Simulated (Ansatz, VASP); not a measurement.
# Ge: VASP beside Ansatz

Contents of INCAR:

```
PREC = Accurate
ENCUT = 520
EDIFF = 1E-7
ISMEAR = -1
SIGMA = 0.05
LREAL = False
LASPH = True
NELM = 60
ALGO = Normal
ISIF = 2
LWAVE = False
LCHARG = False
GGA = PE
NBANDS = 36
```

File KPOINTS:

```
Automatic mesh
0
Gamma
  8 8 3
```

The input POSCAR:

```
Ge
1.0
    4.1037054460      0.0000000000      0.0000000000
   -2.0518527230      3.5539131659      0.0000000000
    0.0000000000      0.0000000000     11.1380250504
Ge
4
Direct
    0.6666666667      0.3333333333      0.4148480000
    0.3333333333      0.6666666667      0.9148480000
    0.0000000000      0.0000000000      0.4774520000
    0.0000000000      0.0000000000      0.9774520000
```

input.yaml

```yaml
crystal:
  lattice:
    - [4.103705446, 0.0, 0.0]
    - [-2.051852723, 3.5539131659, 0.0]
    - [0.0, 0.0, 11.1380250504]
  atoms:
    - { symbol: Ge, position: [0.6666666667, 0.3333333333, 0.414848] }
    - { symbol: Ge, position: [0.3333333333, 0.6666666667, 0.914848] }
    - { symbol: Ge, position: [0.0, 0.0, 0.477452] }
    - { symbol: Ge, position: [0.0, 0.0, 0.977452] }
hamiltonian:
  xc: pbe
  pseudopotentials: { kind: paw }
kpoints:
  mp_grid: { grid: [8, 8, 3] }
scf:
  occupations: { method: fermi_dirac, width: 0.05 }
output:
  forces: true
  stress: true
  eigenvalues: true
```

Alike in both runs: task single point; functional PBE; k mesh 8 × 8 × 3; occupations fermi-dirac, width 0.05 eV; no spin polarisation.

```csv
,VASP,Ansatz
version,VASP 6.6.1,Ansatz 0.2.0
potentials or method,"VASP PAW PBE potentials, release 64 (Ge_d)",Ansatz PAW
plane-wave cutoff (eV),520,420
valence electrons in the cell,56,56
```

VASP gave:

```
gap on the k mesh at the Fermi level (eV)                     : 0.48
least direct gap on the mesh (eV)                             : 0.65
pressure (GPa)                                                : -1.3
traceless stress, the component that is largest in VASP (GPa) : 0.90
rms of the force components (eV/Å)                            : 0.066
```

Question: Which values does Ansatz return?

Answer: gap on the k mesh at the Fermi level (eV): 0.49; least direct gap on the mesh (eV): 0.65; pressure (GPa): -1.3; traceless stress, the component that is largest in VASP (GPa): 0.89; rms of the force components (eV/Å): 0.068.

Atom by atom the forces differ by 0.002 eV/Å (rms over components). The functional is the same, so the differences come from potentials, cutoffs and numerics.

Noted on Ansatz's run: odd divisions of the mesh miss points on the zone boundary, where band edges often lie, so the gap on the mesh can be too wide.
